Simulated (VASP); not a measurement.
# K in VASP: notebook

The runs below take K through single point, with PBE.

Everything below comes from runs of VASP 6.6.1. Logs are shortened: lines on timing, memory, paths and dates and some standing lists are left out, and cuts for length are marked.

## 1. The cell of the first run

The cell holds a sheet with vacuum, 2 atoms: a = 4.200 Å, b = 4.200 Å, c = 16.000 Å, α = 90.00°, β = 90.00°, γ = 90.00°.

The cell was generated, and may not be a known phase.

## 2. Single point, PBE

File INCAR:

```
PREC = Accurate
ENCUT = 520
EDIFF = 1E-6
ISMEAR = 0
SIGMA = 0.1
LREAL = F
LASPH = T
NELM = 60
ALGO = Normal
ISIF = 2
LWAVE = F
LCHARG = F
LDIPOL = T
IDIPOL = 3
DIPOL = 0.5 0.5 0.500
GGA = PE
NBANDS = 16
```

File KPOINTS:

```
Automatic mesh
0
Gamma
  4 4 1
```

File POSCAR:

```
K
1.0
    4.2002230000      0.0000000000      0.0000000000
    0.0000000000      4.2002230000      0.0000000000
    0.0000000000      0.0000000000     16.0000000000
K
2
Direct
    0.5000000000      0.0000000000      0.4565613500
    0.0000000000      0.5000000000      0.5434386500
```

Potentials or basis: VASP PAW PBE potentials, release 64 (K_sv).

Started as:

```sh
$ cat potpaw_PBE.64/K_sv/POTCAR > POTCAR
$ mpirun -np 1 vasp_std > vasp.out
```

OUTCAR:

```text
PREC = Accurate
   ENCUT = 520
   EDIFF = 1E-6
   ISMEAR = 0
   LREAL = F
   LASPH = T
   NELM = 60
   ISIF = 2
   GGA = PE

 ion  position               nearest neighbor table
   1  0.500  0.000  0.457-   2 3.28   2 3.28   2 3.28   2 3.28
   2  0.000  0.500  0.543-   1 3.28   1 3.28   1 3.28   1 3.28

  LATTYP: Found a simple tetragonal cell.
 ALAT       =     4.2002230000
 C/A-ratio  =     3.8093215527

  Lattice vectors:

 A1 = (   4.2002230000,   0.0000000000,   0.0000000000)
 A2 = (   0.0000000000,   4.2002230000,   0.0000000000)
 A3 = (   0.0000000000,   0.0000000000,  16.0000000000)

Analysis of symmetry for initial positions (statically):
=====================================================================
 Subroutine PRICEL returns:
 Original cell was already a primitive cell.

 Routine SETGRP: Setting up the symmetry group for a
 simple tetragonal supercell.

 Subroutine GETGRP returns: Found 16 space group operations
 (whereof  8 operations were pure point group operations)
 out of a pool of 16 trial point group operations.

The static configuration has the point symmetry D_2d.
 The point group associated with its full space group is D_4h.

Analysis of symmetry for dynamics (positions and initial velocities):
=====================================================================
 Subroutine PRICEL returns:
 Original cell was already a primitive cell.

 Routine SETGRP: Setting up the symmetry group for a
 simple tetragonal supercell.

 Subroutine GETGRP returns: Found 16 space group operations
 (whereof  8 operations were pure point group operations)
 out of a pool of 16 trial point group operations.

The dynamic configuration has the point symmetry D_2d.
 The point group associated with its full space group is D_4h.

 Subroutine INISYM returns: Found 16 space group operations
 (whereof  8 operations are pure point group operations),
 and found     1 'primitive' translations

----------------------------------------------------------------------------------------

                                     Primitive cell

  volume of cell :     282.2700

  direct lattice vectors                    reciprocal lattice vectors
     4.200223000  0.000000000  0.000000000     0.238082597  0.000000000  0.000000000
     0.000000000  4.200223000  0.000000000     0.000000000  0.238082597  0.000000000
     0.000000000  0.000000000 16.000000000     0.000000000  0.000000000  0.062500000

  length of vectors
     4.200223000  4.200223000 16.000000000     0.238082597  0.238082597  0.062500000

  position of ions in fractional coordinates (direct lattice)
     0.500000000  0.000000000  0.456561350
     0.000000000  0.500000000  0.543438650

  ion indices of the primitive-cell ions
   primitive index   ion index
                 1           1
                 2           2

----------------------------------------------------------------------------------------

 KPOINTS: Automatic mesh

Automatic generation of k-mesh.
 Grid dimensions read from file:
 generate k-points for:    4    4    1

 Generating k-lattice:

  Cartesian coordinates                     Fractional coordinates (reciprocal lattice)
     0.059520649  0.000000000  0.000000000     0.250000000  0.000000000  0.000000000
     0.000000000  0.059520649  0.000000000     0.000000000  0.250000000  0.000000000
     0.000000000  0.000000000  0.062500000     0.000000000  0.000000000  1.000000000

  Length of vectors
     0.059520649  0.059520649  0.062500000

  Shift w.r.t. Gamma in fractional coordinates (k-lattice)
     0.000000000  0.000000000  0.000000000

 Subroutine IBZKPT returns following result:
 ===========================================

 Found      6 irreducible k-points:

 Following reciprocal coordinates:
            Coordinates               Weight
  0.000000  0.000000  0.000000      1.000000
  0.250000  0.000000  0.000000      4.000000
  0.500000  0.000000  0.000000      2.000000
  0.250000  0.250000  0.000000      4.000000
  0.500000  0.250000  0.000000      4.000000
  0.500000  0.500000  0.000000      1.000000
   k-points           NKPTS =      6   k-points in BZ     NKDIM =      6   number of bands    NBANDS=     16
   number of dos      NEDOS =    301   number of ions     NIONS =      2
   total plane-waves  NPLWV = 122880
   dimension x,y,z NGX =    32 NGY =   32 NGZ =  120
   dimension x,y,z NGXF=    64 NGYF=   64 NGZF=  240
   ions per type =               2
   NGX,Y,Z   is equivalent  to a cutoff of  12.67, 12.67, 12.47 a.u.
   NGXF,Y,Z  is equivalent  to a cutoff of  25.33, 25.33, 24.94 a.u.
 SYSTEM =  unknown system
   PREC   = accura    normal or accurate (medium, high low for compatibility)
   ISTART =      0    job   : 0-new  1-cont  2-samecut
   ICHARG =      2    charge: 1-file 2-atom 10-const
   ISPIN  =      1    spin polarized calculation?
   LNONCOLLINEAR =      F non collinear calculations
   LSORBIT =      F    spin-orbit coupling
   LASPH  =      T    aspherical Exc in radial PAW
   ENCUT  =  520.0 eV  38.22 Ry    6.18 a.u.   7.81  7.81 29.75*2*pi/ulx,y,z
   NELM   =     60;   NELMIN=  2; NELMDL= -5     # of ELM steps
   EDIFF  = 0.1E-05   stopping-criterion for ELM
   LREAL  =      F    real-space projection
   EDIFFG = 0.1E-04   stopping-criterion for IOM
   NSW    =      0    number of steps for IOM
   IBRION =     -1    ionic relax: 0-MD 1-quasi-New 2-CG
   NFREE  =      0    steps in history (QN), initial steepest desc. (CG)
   ISIF   =      2    stress and relaxation
   ISYM   =      2    0-nonsym 1-usesym 2-fastsym
   POTIM  = 0.5000    time-step for ionic-motion
   TEBEG  =    0.0;   TEEND  =   0.0 temperature during run
   PSTRESS=    0.0 pullay stress
   NELECT =      18.0000    total number of electrons
   NUPDOWN=      -1.0000    fix difference up-down
   EMIN   =  10.00;   EMAX   =-10.00  energy-range for DOS
   EFERMI =   0.00;   METHOD = LEGACY
   ISMEAR =     0;   SIGMA  =   0.10  broadening in eV -4-tet -1-fermi 0-gaus
   EFERMI_NEDOS =   21; number of points for ismear=-14 and -15
   IALGO  =     38    algorithm
   IMIX   =      4    mixing-type and parameters
     AMIX     =   0.40;   BMIX     =  1.00
     AMIX_MAG =   1.60;   BMIX_MAG =  1.00
  volume/ion in A,a.u.               =     141.13       952.43
  Fermi-wavevector in a.u.,A,eV,Ry     =   0.654050  1.235975  5.820315  0.427781
  Thomas-Fermi vector in A             =   1.724484
   LORBIT       =      0    0 simple, 1 ext, 2 COOP (PROOUT), +10 PAW based schemes
   GGA     = PE    functional components
   LHFCALC =     F    Hartree Fock is set to
   AEXX    =    0.0000 exact exchange contribution
   IVDW    =     0    specifies the selected vdW correction
   LEPSILON=     F    determine dielectric tensor
   LRPA    =     F    only Hartree local field effects (RPA)
 non-spin polarized calculation
 Gauss-broadening in eV      SIGMA  =   0.10
  energy-cutoff  :      520.00
  volume of cell :      282.27
 maximum number of plane-waves:      7624
 NGX is ok and might be reduce to    32
   NGX = 15   NGY = 15   NGZ = 59

 dipolmoment           0.000000      0.000000     -0.000000 electrons x Angstroem

 number of electron      17.9999998 magnetization

 dipolmoment           0.000000      0.000000      0.000000 electrons x Angstroem

 Free energy of the ion-electron system (eV)
  ---------------------------------------------------
  ext. energy  EPLUGINS =         0.00000000
  ---------------------------------------------------
  free energy    TOTEN  =        -0.30653580 eV

  energy without entropy =       -0.28660998  energy(sigma->0) =       -0.29657289

 E-fermi :  -1.3239     XC(G=0):  -3.0583

 val. band max:       -1.3421478776   @ k =   0.2500   0.0000   0.0000
 cond. band min:      -0.9101083183   @ k =   0.2500   0.2500   0.0000
 fundamental gap:      0.4320395593
 Fermi energy:        -1.3239203874

 k-point     1 :       0.0000    0.0000    0.0000
  band No.  band energies     occupation
      1     -34.1622      2.00000
      2     -33.9606      2.00000
      3     -17.8303      2.00000
      4     -17.8303      2.00000
      5     -17.6029      2.00000
      6     -17.4924      2.00000
      7     -17.2796      2.00000
      8     -17.2796      2.00000
      9      -3.6852      2.00000
     10      -1.6843      2.00000
     11      -0.6703      0.00000
     12       0.0271      0.00000
     13       0.7620      0.00000
     14       1.5051      0.00000
     15       2.5330      0.00000
     16       2.6566      0.00000

 k-point     2 :       0.2500    0.0000    0.0000
  band No.  band energies     occupation
      1     -34.1300      2.00000
      2     -33.9873      2.00000
      3     -17.8908      2.00000
      4     -17.7485      2.00000
      5     -17.7014      2.00000
      6     -17.4159      2.00000
      7     -17.3587      2.00000
      8     -17.2984      2.00000
      9      -3.0065      2.00000
     10      -1.3421      1.20342
     11      -0.4522      0.00000
     12       0.2937      0.00000
     13       1.0782      0.00000
     14       1.4614      0.00000
     15       1.9539      0.00000
     16       2.2003      0.00000

 k-point     3 :       0.5000    0.0000    0.0000
  band No.  band energies     occupation
      1     -34.0559      2.00000
      2     -34.0559      2.00000
      3     -17.8690      2.00000
      4     -17.8690      2.00000
      5     -17.5522      2.00000
      6     -17.5522      2.00000
      7     -17.3339      2.00000
      8     -17.3339      2.00000
      9      -1.4139      1.79658
     10      -1.4139      1.79658
     11      -0.4130      0.00000
     12      -0.4130      0.00000
     13       1.5746      0.00000
     14       1.5746      0.00000
     15       1.9123      0.00000
     16       1.9123      0.00000

 k-point     4 :       0.2500    0.2500    0.0000
  band No.  band energies     occupation
      1     -34.1060      2.00000
      2     -34.0050      2.00000
      3     -17.9418      2.00000
      4     -17.8091      2.00000
      5     -17.7142      2.00000
      6     -17.4269      2.00000
      7     -17.3420      2.00000
      8     -17.2717      2.00000
      9      -2.3809      2.00000
     10      -0.9101      0.00000
     11      -0.0617      0.00000
     12       0.6149      0.00000
     13       1.1544      0.00000
     14       1.4921      0.00000
     15       1.5378      0.00000
     16       1.8100      0.00000

 k-point     5 :       0.5000    0.2500    0.0000
  band No.  band energies     occupation
      1     -34.0524      2.00000
      2     -34.0524      2.00000
      3     -17.9596      2.00000
      4     -17.9596      2.00000
      5     -17.5561      2.00000
      6     -17.5561      2.00000
      7     -17.2823      2.00000
      8     -17.2823      2.00000
      9      -0.8863      0.00000
     10      -0.8863      0.00000
     11       0.0238      0.00000
     12       0.0238      0.00000
     13       1.2125      0.00000
     14       1.2125      0.00000
     15       2.1245      0.00000
     16       2.1245      0.00000

 k-point     6 :       0.5000    0.5000    0.0000
  band No.  band energies     occupation
      1     -34.0489      2.00000
      2     -34.0489      2.00000
      3     -18.0500      2.00000
      4     -18.0500      2.00000
      5     -17.5262      2.00000
      6     -17.5262      2.00000
      7     -17.2641      2.00000
      8     -17.2641      2.00000
      9      -0.2569      0.00000
     10      -0.2569      0.00000
     11       0.6525      0.00000
     12       0.6525      0.00000
     13       0.9211      0.00000
     14       0.9211      0.00000
     15       2.3027      0.00000
     16       2.3027      0.00000

------------------------ aborting loop because EDIFF is reached ----------------------------------------

 vacuum level on the upper side and lower side of the slab       (xc-potential included)        -0.210        -0.210

  FORCE on cell =-STRESS in cart. coord.  units (eV):
  Direction    XX          YY          ZZ          XY          YZ          ZX
  --------------------------------------------------------------------------------------
  -------------------------------------------------------------------------------------
  Total        4.2158721      4.2158721      1.8084992      0.0000000      0.0000000     -0.0000000
  in kB       23.9294835     23.9294835     10.2651245      0.0000000      0.0000000     -0.0000000
  external PRESSURE =      19.3746972 kB  Pullay stress =       0.0000000 kB

 VOLUME and BASIS-vectors are now :
 -----------------------------------------------------------------------------
  energy-cutoff  :      520.00
  volume of cell :      282.27
      direct lattice vectors                 reciprocal lattice vectors
     4.200223000  0.000000000  0.000000000     0.238082597  0.000000000  0.000000000
     0.000000000  4.200223000  0.000000000     0.000000000  0.238082597  0.000000000
     0.000000000  0.000000000 16.000000000     0.000000000  0.000000000  0.062500000

 POSITION                                       TOTAL-FORCE (eV/Angst)
 -----------------------------------------------------------------------------------
      2.10011      0.00000      7.30498         0.000000      0.000000     -1.306686
      0.00000      2.10011      8.69502        -0.000000      0.000000      1.306686
 -----------------------------------------------------------------------------------
    total drift:                                0.000000     -0.000000      0.000000

  FREE ENERGIE OF THE ION-ELECTRON SYSTEM (eV)
  ---------------------------------------------------
  free  energy   TOTEN  =        -0.3065357976 eV

  energy  without entropy=       -0.2866099819  energy(sigma->0) =       -0.29657289

 vacuum level on the upper side and lower side of the slab         1.248         1.248
```

Wall time 41 s (1 thread of Oxide Virtual Turin-like, shared host); peak memory 0.29 GiB.

Results:

* Free energy: -0.3065 eV
* Largest force: 1.307 eV/Å
* Band gap on the k mesh: zero (bands 9 and 10 overlap by 1.43 eV)

Forces on the atoms (eV/Å):
```
K    0.000  0.000 -1.307
K    0.000  0.000  1.307
```

Caveat: the k points lie up to 0.37 Å⁻¹ apart, too coarse for converged energies and pressures of a metal.

## 3. Single point, PBE

This run uses another cell than the first one.

File INCAR:

```
SYSTEM = K
PREC = Accurate ; ENCUT = 520
EDIFF = 1E-6 ; ISMEAR = 0
SIGMA = 0.1 ; LREAL = .FALSE.
LASPH = .TRUE. ; NELM = 100
ALGO = Fast ; ISIF = 2
LWAVE = .FALSE. ; LCHARG = .FALSE.
LDIPOL = .TRUE. ; IDIPOL = 3
DIPOL = 0.5 0.5 0.301 ; GGA = PE
NBANDS = 16
```

File KPOINTS:

```
Automatic mesh
0
G
  4 4 1
  0 0 0
```

File POSCAR:

```
K
1.0
    4.3026866527      0.0000000000      0.0000000000
    0.0000000000      4.3026866527      0.0000000000
    0.0000000000      0.0000000000     26.5800736000
K
2
Direct
    0.5000000000      1.0000000000      0.2528665639
    1.0000000000      0.5000000000      0.3490881274
```

Potentials or basis: VASP PAW PBE potentials, release 64 (K_sv).

Started as:

```sh
$ cat potpaw_PBE.64/K_sv/POTCAR > POTCAR
$ mpirun -np 1 vasp_std > vasp.out
```

Run time: 96 s. Hardware: 1 thread of Oxide Virtual Turin-like, shared host; peak memory 0.4 GiB.

The run converged. Its results:

```yaml
Free_energy: -1.5032 eV
Largest_force: 0.508 eV/Å
Band_gap_on_the_k_mesh: zero (bands 9 and 10 overlap by 1.62 eV)
```

Forces in eV/Å, atoms in the order of the input:
```
K    0.000  0.000 -0.508
K    0.000  0.000  0.508
```

Levels at points of the mesh, in eV from the Fermi level:
| k point | band 7 | band 8 | band 9 | band 10 | band 11 | band 12 |
| --- | --- | --- | --- | --- | --- | --- |
| (0.00, 0.00, 0.00) | -15.70 | -15.70 | -2.16 | -0.57 | 1.00 | 1.64 |
| (0.50, 0.00, 0.00) | -15.73 | -15.73 | -0.04 | -0.04 | 1.28 | 1.28 |
| (0.50, 0.50, 0.00) | -15.76 | -15.76 | 1.05 | 1.05 | 1.67 | 1.67 |

Caveat: the k points lie up to 0.37 Å⁻¹ apart, too coarse for converged energies and pressures of a metal.

The gap in the log of VASP goes by the Fermi energy; the results here count the filled bands.